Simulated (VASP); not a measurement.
Here is a VASP 6.6.1 calculation.

INCAR

```
SYSTEM = RbBr
PREC = Accurate
ENCUT = 520
EDIFF = 1E-6
ISMEAR = 0
SIGMA = 0.05
LREAL = .FALSE.
LASPH = .TRUE.
NELM = 80
ALGO = Normal
ISIF = 2
LWAVE = .FALSE.
LCHARG = .TRUE.
GGA = PE
LELF = .TRUE.
LVHAR = .TRUE.
NBANDS = 15
```

KPOINTS

```
regular mesh
0
G
  6 6 6
  0 0 0
```

POSCAR

```
RbBr
1.0
    0.0000000000      3.3634057500      3.4275000000
    3.4915942500      0.0000000000      3.4275000000
    3.4915942500      3.3634057500      0.0000000000
Rb Br
1 1
Direct
    0.0000000000      0.0000000000      0.0000000000
    0.5000000000      0.5000000000      0.5000000000
```

Potentials or basis: VASP PAW PBE potentials, release 64 (Rb_sv, Br).

The run is started by

```console
$ cat potpaw_PBE.64/Rb_sv/POTCAR potpaw_PBE.64/Br/POTCAR > POTCAR
$ mpirun -np 1 vasp_std > vasp.out
```

**Question.** Estimate the pressure.

**Answer.** 1.1 GPa.

**Question.** Estimate the band gap on the k mesh.

**Answer.** 4.34 eV.

Stress tensor (GPa, compression positive):
```
0.46 0.00 0.00
0.00 1.74 0.00
0.00 0.00 1.02
```

Caveat: the cell differs from its parent crystal (strain +0.0187 x Voigt [1, -1, 0, 0, 0, 0]).
